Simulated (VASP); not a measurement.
KTaO3:

```
K Ta O
1.0
     3.98830    0.00000    0.00000
     0.00000    3.98830    0.00000
     0.00000    0.00000    3.98830
K Ta O
1 1 3
Direct
  0.50000 0.50000 0.50000
  0.00000 0.00000 0.00000
  0.50000 0.00000 0.00000
  0.00000 0.50000 0.00000
  0.00000 0.00000 0.50000
```

```yaml
Program: VASP 6.6.1
Task: relaxation of cell and atoms
Functional: PBE
Potentials_or_basis: VASP PAW PBE potentials, release 64 (K_sv, Ta_pv, O)
Cutoff: 600 eV
k_mesh: 8 × 8 × 8
Occupations: fermi-dirac, width 0.01 eV
Spin: no spin polarisation
```

At the start: pressure 5.9 GPa; volume 12.69 Å³/atom.

Question: Where does the relaxation end?

Answer: Over 3 steps the energy falls by 6.8 meV/atom and the volume is 13.07 Å³/atom (+3.0 %); space group Pm-3m (No. 221, to 0.1 Å) before and after.

The path:
```tsv
step	energy change (eV)	largest force (eV/Å)	pressure (GPa)	volume (Å³)
1	0.0000	0.0000	5.90	63.44
2	0.0186	0.0000	-6.49	67.83
3	-0.0339	0.0000	-0.04	65.34
```

Final structure:
```
K Ta O
1.0
     4.02782    0.00000    0.00000
     0.00000    4.02782    0.00000
     0.00000    0.00000    4.02782
K Ta O
1 1 3
Cartesian
  2.0139 2.0139 2.0139
  0.0000 0.0000 0.0000
  2.0139 0.0000 0.0000
  0.0000 2.0139 0.0000
  0.0000 0.0000 2.0139
```
